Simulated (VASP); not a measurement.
# Al (Im-3m) in VASP: notebook

The runs below take Al through single point, with PBEsol.

Everything below comes from runs of VASP 6.6.1. Logs are shortened: lines on timing, memory, paths and dates and some standing lists are left out, and cuts for length are marked.

## (1) The cell of the first run

Symmetry: Im-3m, No. 229, cubic system. Conventional cell: a = 3.214 Å, b = 3.214 Å, c = 3.214 Å, α = 90.00°, β = 90.00°, γ = 90.00°. Within 3.7 Å of Al (site symmetry m-3m) lie 14 Al at 2.78 to 3.21 Å.

## (2) Single point, PBEsol

The input, INCAR:

```
PREC = Accurate
ENCUT = 500
EDIFF = 1E-6
ISMEAR = 0
SIGMA = 0.1
LREAL = F
LASPH = T
NELM = 120
ALGO = Normal
ISIF = 2
LWAVE = F
LCHARG = F
GGA = PS
NBANDS = 8
GGA_COMPAT = F
```

The input, KPOINTS:

```
Automatic mesh
0
Gamma
  8 8 8
```

The input, POSCAR:

```
Al
1.0
   -1.6070005753      1.6070005753      1.6070005753
    1.6070005753     -1.6070005753      1.6070005753
    1.6070005753      1.6070005753     -1.6070005753
Al
1
Direct
    0.0000000000      0.0000000000      0.0000000000
```

Potentials or basis: VASP PAW PBE potentials, release 64 (Al).

The run is started by

```
> cat potpaw_PBE.64/Al/POTCAR > POTCAR
> mpirun -np 1 vasp_std > vasp.out
```

OUTCAR:

```text
PREC = Accurate
   ENCUT = 500
   EDIFF = 1E-6
   ISMEAR = 0
   LREAL = F
   LASPH = T
   NELM = 120
   ISIF = 2
   GGA = PS

 ion  position               nearest neighbor table
   1  0.000  0.000  0.000-

  LATTYP: Found a body centered cubic cell.
 ALAT       =     3.2140011506

  Lattice vectors:

 A1 = (  -1.6070005753,   1.6070005753,   1.6070005753)
 A2 = (   1.6070005753,  -1.6070005753,   1.6070005753)
 A3 = (   1.6070005753,   1.6070005753,  -1.6070005753)

Analysis of symmetry for initial positions (statically):
=====================================================================
 Subroutine PRICEL returns:
 Original cell was already a primitive cell.

 Routine SETGRP: Setting up the symmetry group for a
 body centered cubic supercell.

 Subroutine GETGRP returns: Found 48 space group operations
 (whereof 48 operations were pure point group operations)
 out of a pool of 48 trial point group operations.

The static configuration has the point symmetry O_h .

Analysis of symmetry for dynamics (positions and initial velocities):
=====================================================================
 Subroutine PRICEL returns:
 Original cell was already a primitive cell.

 Routine SETGRP: Setting up the symmetry group for a
 body centered cubic supercell.

 Subroutine GETGRP returns: Found 48 space group operations
 (whereof 48 operations were pure point group operations)
 out of a pool of 48 trial point group operations.

The dynamic configuration has the point symmetry O_h .

 Subroutine INISYM returns: Found 48 space group operations
 (whereof 48 operations are pure point group operations),
 and found     1 'primitive' translations

----------------------------------------------------------------------------------------

                                     Primitive cell

  volume of cell :      16.6000

  direct lattice vectors                    reciprocal lattice vectors
    -1.607000575  1.607000575  1.607000575     0.000000000  0.311138657  0.311138657
     1.607000575 -1.607000575  1.607000575     0.311138657  0.000000000  0.311138657
     1.607000575  1.607000575 -1.607000575     0.311138657  0.311138657  0.000000000

  length of vectors
     2.783406644  2.783406644  2.783406644     0.440016508  0.440016508  0.440016508

  position of ions in fractional coordinates (direct lattice)
     0.000000000  0.000000000  0.000000000

  ion indices of the primitive-cell ions
   primitive index   ion index
                 1           1

----------------------------------------------------------------------------------------

 KPOINTS: Automatic mesh

Automatic generation of k-mesh.
 Grid dimensions read from file:
 generate k-points for:    8    8    8

 Generating k-lattice:

  Cartesian coordinates                     Fractional coordinates (reciprocal lattice)
     0.000000000  0.038892332  0.038892332     0.125000000  0.000000000  0.000000000
     0.038892332  0.000000000  0.038892332     0.000000000  0.125000000  0.000000000
     0.038892332  0.038892332  0.000000000     0.000000000  0.000000000  0.125000000

  Length of vectors
     0.055002063  0.055002063  0.055002063

  Shift w.r.t. Gamma in fractional coordinates (k-lattice)
     0.000000000  0.000000000  0.000000000

 Subroutine IBZKPT returns following result:
 ===========================================

 Found     29 irreducible k-points:

 Following reciprocal coordinates:
            Coordinates               Weight
  0.000000  0.000000  0.000000      1.000000
  0.125000  0.000000  0.000000     12.000000
  0.250000  0.000000  0.000000     12.000000
  0.375000  0.000000  0.000000     12.000000
  0.500000  0.000000  0.000000      6.000000
  0.125000  0.125000  0.000000     24.000000
[... 16 lines left out ...]
 -0.250000  0.250000  0.250000      6.000000
 -0.375000  0.375000  0.250000     24.000000
 [... further k-points ...]
   k-points           NKPTS =     29   k-points in BZ     NKDIM =     29   number of bands    NBANDS=      8
   number of dos      NEDOS =    301   number of ions     NIONS =      1
   total plane-waves  NPLWV =   8000
   dimension x,y,z NGX =    20 NGY =   20 NGZ =   20
   dimension x,y,z NGXF=    40 NGYF=   40 NGZF=   40
   ions per type =               1
   NGX,Y,Z   is equivalent  to a cutoff of  11.95, 11.95, 11.95 a.u.
   NGXF,Y,Z  is equivalent  to a cutoff of  23.89, 23.89, 23.89 a.u.
 SYSTEM =  unknown system
   PREC   = accura    normal or accurate (medium, high low for compatibility)
   ISTART =      0    job   : 0-new  1-cont  2-samecut
   ICHARG =      2    charge: 1-file 2-atom 10-const
   ISPIN  =      1    spin polarized calculation?
   LNONCOLLINEAR =      F non collinear calculations
   LSORBIT =      F    spin-orbit coupling
   LASPH  =      T    aspherical Exc in radial PAW
   ENCUT  =  500.0 eV  36.75 Ry    6.06 a.u.   5.07  5.07  5.07*2*pi/ulx,y,z
   NELM   =    120;   NELMIN=  2; NELMDL= -5     # of ELM steps
   EDIFF  = 0.1E-05   stopping-criterion for ELM
   LREAL  =      F    real-space projection
   EDIFFG = 0.1E-04   stopping-criterion for IOM
   NSW    =      0    number of steps for IOM
   IBRION =     -1    ionic relax: 0-MD 1-quasi-New 2-CG
   NFREE  =      0    steps in history (QN), initial steepest desc. (CG)
   ISIF   =      2    stress and relaxation
   ISYM   =      2    0-nonsym 1-usesym 2-fastsym
   POTIM  = 0.5000    time-step for ionic-motion
   TEBEG  =    0.0;   TEEND  =   0.0 temperature during run
   PSTRESS=    0.0 pullay stress
   NELECT =       3.0000    total number of electrons
   NUPDOWN=      -1.0000    fix difference up-down
   EMIN   =  10.00;   EMAX   =-10.00  energy-range for DOS
   EFERMI =   0.00;   METHOD = LEGACY
   ISMEAR =     0;   SIGMA  =   0.10  broadening in eV -4-tet -1-fermi 0-gaus
   EFERMI_NEDOS =   21; number of points for ismear=-14 and -15
   IALGO  =     38    algorithm
   IMIX   =      4    mixing-type and parameters
     AMIX     =   0.40;   BMIX     =  1.00
     AMIX_MAG =   1.60;   BMIX_MAG =  1.00
  volume/ion in A,a.u.               =      16.60       112.02
  Fermi-wavevector in a.u.,A,eV,Ry     =   0.925577  1.749087 11.656013  0.856693
  Thomas-Fermi vector in A             =   2.051446
   LORBIT       =      0    0 simple, 1 ext, 2 COOP (PROOUT), +10 PAW based schemes
   GGA     = PS    functional components
   LHFCALC =     F    Hartree Fock is set to
   AEXX    =    0.0000 exact exchange contribution
   IVDW    =     0    specifies the selected vdW correction
   LEPSILON=     F    determine dielectric tensor
   LRPA    =     F    only Hartree local field effects (RPA)
 non-spin polarized calculation
 Gauss-broadening in eV      SIGMA  =   0.10
  energy-cutoff  :      500.00
  volume of cell :       16.60
 maximum number of plane-waves:       429
   NGX = 11   NGY = 11   NGZ = 11

 number of electron       3.0000000 magnetization

 Free energy of the ion-electron system (eV)
  ---------------------------------------------------
  ext. energy  EPLUGINS =         0.00000000
  ---------------------------------------------------
  free energy    TOTEN  =        -3.95713649 eV

  energy without entropy =       -3.95229870  energy(sigma->0) =       -3.95471759

 E-fermi :   8.0140     XC(G=0): -10.2383

 val. band max:        7.9626695444   @ k =   0.2500   0.2500   0.1250
 cond. band min:       8.0442512918   @ k =  -0.3750   0.3750   0.1250
 fundamental gap:      0.0815817474
 Fermi energy:         8.0140106226

 k-point     1 :       0.0000    0.0000    0.0000
  band No.  band energies     occupation
      1      -3.1961      2.00000
      2      21.0942      0.00000
      3      21.0942      0.00000
      4      21.0942      0.00000
      5      22.4799      0.00000
      6      22.4799      0.00000
      7      22.4799      0.00000
      8      24.1267      0.00000

 k-point     2 :       0.1250    0.0000    0.0000
  band No.  band energies     occupation
      1      -2.7488      2.00000
      2      17.2391      0.00000
      3      19.1648      0.00000
      4      19.6879      0.00000
      5      21.0993      0.00000
      6      22.2156      0.00000
      7      23.8329      0.00000
      8      24.3623      0.00000

 k-point     3 :       0.2500    0.0000    0.0000
  band No.  band energies     occupation
      1      -1.4152      2.00000
      2      12.1664      0.00000
      3      17.4063      0.00000
      4      17.7935      0.00000
      5      19.3277      0.00000
      6      20.6774      0.00000
      7      25.3758      0.00000
      8      25.5166      0.00000

 k-point     4 :       0.3750    0.0000    0.0000
  band No.  band energies     occupation
      1       0.7799      2.00000
      2       7.6352      2.00000
      3      16.3487      0.00000
      4      16.5529      0.00000
      5      18.1945      0.00000
      6      19.6232      0.00000
      7      27.0320      0.00000
      8      27.7685      0.00000

 k-point     5 :       0.5000    0.0000    0.0000
  band No.  band energies     occupation
      1       3.5925      2.00000
      2       4.0374      2.00000
      3      15.9971      0.00000
      4      16.1304      0.00000
      5      17.8117      0.00000
      6      19.2471      0.00000
      7      28.4731      0.00000
      8      29.7438      0.00000
[... 177 lines left out ...]
 k-point    22 :       0.2500    0.2500    0.2500
  band No.  band energies     occupation
      1       6.9175      2.00000
      2       6.9175      2.00000
      3       6.9175      2.00000
      4       8.2531      0.00072
      5      29.6344      0.00000
      6      29.6344      0.00000
      7      30.7370      0.00000
      8      30.7370      0.00000

 k-point    23 :      -0.2500    0.2500    0.2500
  band No.  band energies     occupation
      1       0.3442      2.00000
      2      12.8837      0.00000
      3      12.8837      0.00000
      4      14.4553      0.00000
      5      15.8615      0.00000
      6      24.5775      0.00000
      7      25.7613      0.00000
      8      26.7356      0.00000

 k-point    24 :      -0.3750    0.3750    0.2500
  band No.  band energies     occupation
      1       2.5116      2.00000
      2       9.2342      0.00000
      3      11.7069      0.00000
      4      13.7945      0.00000
      5      16.3749      0.00000
      6      22.2888      0.00000
      7      24.3467      0.00000
      8      27.3226      0.00000

 [... further k-points ...]
[... 5 lines left out ...]
  --------------------------------------------------------------------------------------
  -------------------------------------------------------------------------------------
  Total        0.0449183      0.0449183      0.0449183      0.0000000      0.0000000     -0.0000000
  in kB        4.3353680      4.3353680      4.3353680      0.0000000      0.0000000     -0.0000000
  external PRESSURE =       4.3353680 kB  Pullay stress =       0.0000000 kB

 VOLUME and BASIS-vectors are now :
 -----------------------------------------------------------------------------
  energy-cutoff  :      500.00
  volume of cell :       16.60
      direct lattice vectors                 reciprocal lattice vectors
    -1.607000575  1.607000575  1.607000575     0.000000000  0.311138657  0.311138657
     1.607000575 -1.607000575  1.607000575     0.311138657  0.000000000  0.311138657
     1.607000575  1.607000575 -1.607000575     0.311138657  0.311138657  0.000000000

 POSITION                                       TOTAL-FORCE (eV/Angst)
 -----------------------------------------------------------------------------------
      0.00000      0.00000      0.00000         0.000000     -0.000000      0.000000
 -----------------------------------------------------------------------------------
    total drift:                               -0.000000     -0.000000     -0.000000

  FREE ENERGIE OF THE ION-ELECTRON SYSTEM (eV)
  ---------------------------------------------------
  free  energy   TOTEN  =        -3.9571364854 eV

  energy  without entropy=       -3.9522987015  energy(sigma->0) =       -3.95471759
```

It took 5 s on 1 thread of AMD EPYC 7R13, shared host; peak memory 0.09 GiB.

What came out:

* Free energy: -3.9571 eV
* Pressure: 0.4 GPa

Caveat: the PAW data sets were made with another functional, which shifts forces and pressure a little.

## (3) Single point, PBEsol

The input, INCAR:

```
ALGO     = Normal         # electronic algorithm
EDIFF    = 1E-6           # SCF threshold, eV
ENCUT    = 500            # plane-wave cutoff, eV
GGA      = PS             # functional
GGA_COMPAT= F            
ISIF     = 2              # what is computed and relaxed
ISMEAR   = 0              # smearing method
LASPH    = T              # aspherical terms in the spheres
LCHARG   = T              # write CHGCAR
LELF     = T              # ELF
LREAL    = F              # projectors in reciprocal space
LVHAR    = T            
LWAVE    = F              # write WAVECAR
NBANDS   = 8              # bands
NELM     = 120            # most SCF steps
PREC     = Accurate       # precision mode
SIGMA    = 0.1            # smearing width, eV
```

The input, KPOINTS:

```
k-points
0
Gamma
  18 18 18
```

The input, POSCAR:

```
Al
1.0
   -1.6067198614      1.6067198614      1.6067198614
    1.6067198614     -1.6067198614      1.6067198614
    1.6067198614      1.6067198614     -1.6067198614
Al
1
Direct
    0.0000000000      0.0000000000      0.0000000000
```

Potentials or basis: VASP PAW PBE potentials, release 64 (Al).

The run is started by

```
> cat potpaw_PBE.64/Al/POTCAR > POTCAR
> mpirun -np 1 vasp_std > vasp.out
```

OUTCAR:

```text
EDIFF = 1E-6
   ENCUT = 500
   GGA = PS
   ISIF = 2
   ISMEAR = 0
   LASPH = T
   LREAL = F
   NELM = 120
   PREC = Accurate

 ion  position               nearest neighbor table
   1  0.000  0.000  0.000-

  LATTYP: Found a body centered cubic cell.
 ALAT       =     3.2134397228

  Lattice vectors:

 A1 = (  -1.6067198614,   1.6067198614,   1.6067198614)
 A2 = (   1.6067198614,  -1.6067198614,   1.6067198614)
 A3 = (   1.6067198614,   1.6067198614,  -1.6067198614)

Analysis of symmetry for initial positions (statically):
=====================================================================
 Subroutine PRICEL returns:
 Original cell was already a primitive cell.

 Routine SETGRP: Setting up the symmetry group for a
 body centered cubic supercell.

 Subroutine GETGRP returns: Found 48 space group operations
 (whereof 48 operations were pure point group operations)
 out of a pool of 48 trial point group operations.

The static configuration has the point symmetry O_h .

Analysis of symmetry for dynamics (positions and initial velocities):
=====================================================================
[... 152 lines left out ...]
  free energy    TOTEN  =        -3.99636806 eV

  energy without entropy =       -3.99466606  energy(sigma->0) =       -3.99551706

 E-fermi :   7.9029     XC(G=0): -10.2404

 val. band max:        7.8613786731   @ k =  -0.3889  -0.4444   0.2222
 cond. band min:       7.9055160423   @ k =   0.2778   0.1667   0.0556
 fundamental gap:      0.0441373692
 Fermi energy:         7.9029404845

 k-point     1 :       0.0000    0.0000    0.0000
  band No.  band energies     occupation
      1      -3.1945      2.00000
      2      21.1025      0.00000
      3      21.1025      0.00000
      4      21.1025      0.00000
      5      22.4918      0.00000
      6      22.4918      0.00000
      7      22.4918      0.00000
      8      24.1361      0.00000
[... 243 lines left out ...]
 k-point    24 :       0.3889    0.1111    0.0000
  band No.  band energies     occupation
      1       2.6112      2.00000
      2       5.6865      2.00000
      3      13.0047      0.00000
      4      15.8819      0.00000
      5      19.3156      0.00000
      6      21.9824      0.00000
      7      26.4666      0.00000
      8      28.8762      0.00000

 [... further k-points ...]
[... 5 lines left out ...]
  --------------------------------------------------------------------------------------
  -------------------------------------------------------------------------------------
  Total        0.0063357      0.0063357      0.0063357     -0.0000000     -0.0000000      0.0000000
  in kB        0.6118190      0.6118190      0.6118190     -0.0000000     -0.0000000      0.0000000
  external PRESSURE =       0.6118190 kB  Pullay stress =       0.0000000 kB

 VOLUME and BASIS-vectors are now :
 -----------------------------------------------------------------------------
  energy-cutoff  :      500.00
  volume of cell :       16.59
      direct lattice vectors                 reciprocal lattice vectors
    -1.606719861  1.606719861  1.606719861     0.000000000  0.311193016  0.311193016
     1.606719861 -1.606719861  1.606719861     0.311193016  0.000000000  0.311193016
     1.606719861  1.606719861 -1.606719861     0.311193016  0.311193016  0.000000000

 POSITION                                       TOTAL-FORCE (eV/Angst)
 -----------------------------------------------------------------------------------
      0.00000      0.00000      0.00000         0.000000      0.000000      0.000000
 -----------------------------------------------------------------------------------
    total drift:                                0.000000     -0.000000     -0.000000

  FREE ENERGIE OF THE ION-ELECTRON SYSTEM (eV)
  ---------------------------------------------------
  free  energy   TOTEN  =        -3.9963680635 eV

  energy  without entropy=       -3.9946660585  energy(sigma->0) =       -3.99551706
```

stdout:

```text
POSCAR found type information on POSCAR Al
 POSCAR found :  1 types and       1 ions
 scaLAPACK will be used
 -----------------------------------------------------------------------------
|                                                                             |
|                                                                             |
|     You enforced a specific xc type in the INCAR file but a different       |
|     I HOPE YOU KNOW WHAT YOU ARE DOING!                                     |
|                                                                             |
 -----------------------------------------------------------------------------

 LDA part: xc-table for (Slater+PW92), standard interpolation
 POSCAR, INCAR and KPOINTS ok, starting setup
 FFT: planning ... GRIDC
 FFT: planning ... GRID_SOFT
 FFT: planning ... GRID
 WAVECAR not read
 entering main loop
```

It took 21 s on 1 thread of AMD EPYC 7R13, shared host; peak memory 0.1 GiB.

What came out:

| Item | Value |
| --- | --- |
| Free energy | -3.9964 eV |
| Pressure | 0.1 GPa |

Caveat: the PAW data sets were made with another functional, which shifts forces and pressure a little.
